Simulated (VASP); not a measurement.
## W: relaxation of cell and atoms with PBE

The system is W.

```xyz
2
Lattice="-2.4266 2.4266 1.2812 2.4266 -2.4266 1.2812 2.4266 2.4266 -1.2812" Properties=species:S:1:pos:R:3 pbc="T T T"
W     0.0000   -1.2133   -0.3203
W     0.0000    1.2133    0.3203
```

```json
{"Program": "VASP 6.6.1", "Task": "relaxation of cell and atoms", "Functional": "PBE", "Potentials or basis": "VASP PAW PBE potentials, release 64 (W_sv)", "Cutoff": "600 eV", "k mesh": "17 × 17 × 17", "Occupations": "fermi-dirac, width 0.08 eV", "Spin": "no spin polarisation", "Target pressure": "49 GPa", "Dipole correction": "no", "Further INCAR settings": "ALGO = Normal; EDIFF = 1e-06; IBRION = 2; EDIFFG = -0.005; NSW = 32; ISIF = 3"}
```

The relaxed volume is 15.15 Å³/atom, the relaxed cell is a = 3.668 Å, b = 3.668 Å, c = 3.668 Å, α = 97.03°, β = 97.03°, γ = 139.06° and the space group after relaxing (to 0.1 Å) is I4_1/amd (No. 141). The energy change on relaxing (the run minimises the enthalpy) is -19.2 meV/atom and the ionic steps are 3. The pressure after relaxing is 49.0 GPa and the band gap on the k mesh is zero (bands 14 and 15 overlap by 3.82 eV).

The path:
| step | energy change (eV) | largest force (eV/Å) | pressure (GPa) | volume (Å³) |
| --- | --- | --- | --- | --- |
| 1 | 0.0000 | 0.0000 | 50.70 | 30.18 |
| 2 | -0.2019 | 0.0000 | 41.31 | 30.88 |
| 3 | -0.0384 | 0.0000 | 49.01 | 30.30 |

Final structure:
```xyz
2
Lattice="-2.4300 2.4300 1.2829 2.4300 -2.4300 1.2829 2.4300 2.4300 -1.2829" Properties=species:S:1:pos:R:3 pbc="T T T"
W     2.4300    1.2150    0.9622
W     0.0000    1.2150    0.3207
```

Levels at points of the mesh, in eV from the Fermi level:
```tsv
k point	band 10	band 11	band 12	band 13	band 14	band 15	band 16	band 17	band 18
(0.00, 0.00, 0.00)	-6.76	-4.56	-4.29	-3.17	2.39	2.39	2.49	2.49	5.91
```

It took 3.9 min on 1 thread of Intel(R) Xeon(R) 6975P-C (Granite Rapids), with other jobs on the host, peak memory 0.36 GiB.

Caveat: the cell is relaxed towards a set pressure, so the run minimises the enthalpy, not the energy; spin-orbit coupling is left out, which moves the levels of the heavy elements.
